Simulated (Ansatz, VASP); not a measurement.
SnO2 in VASP and in Ansatz

```
Sn O
1.0
     1.66005    0.89361    4.08138
    -1.66005    0.89361    4.08138
     0.00000   -1.78722    4.08138
Sn O
1 2
Direct
  0.50000 0.50000 0.50000
  0.24519 0.24519 0.24519
  0.75481 0.75481 0.75481
```

Change from the starting cell: strain +0.0350 x Voigt [1, -1, 0, 0, 0, 0], atoms carried along.

Alike in both runs: task single point; functional LDA; k mesh 12 × 12 × 12; occupations gaussian, width 0.05 eV; no spin polarisation.

|  | VASP | Ansatz |
| --- | --- | --- |
| version | VASP 6.6.1 | Ansatz 0.2.0 |
| potentials or method | VASP PAW LDA potentials, release 64 (Sn_d, O), cutoff 520 eV | scalar-relativistic, plane waves, PAW |
| valence electrons in the cell | 26 | 26 |

```tsv
	VASP	Ansatz	Ansatz less VASP
gap on the k mesh at the Fermi level (eV)	1.53	1.52	-0.003
least direct gap on the mesh (eV)	1.54	1.54	-0.008
pressure (GPa)	1.9	0.9	-0.99
traceless stress, the component that is largest in VASP (GPa)	9.03	8.54	-0.492
rms of the force components (eV/Å)	0.111	0.089	-0.0220
```

LDA's correlation is that of Perdew and Zunger in VASP and of Perdew and Wang (1992) in Ansatz. Atom by atom the forces differ by 0.033 eV/Å (rms over components).
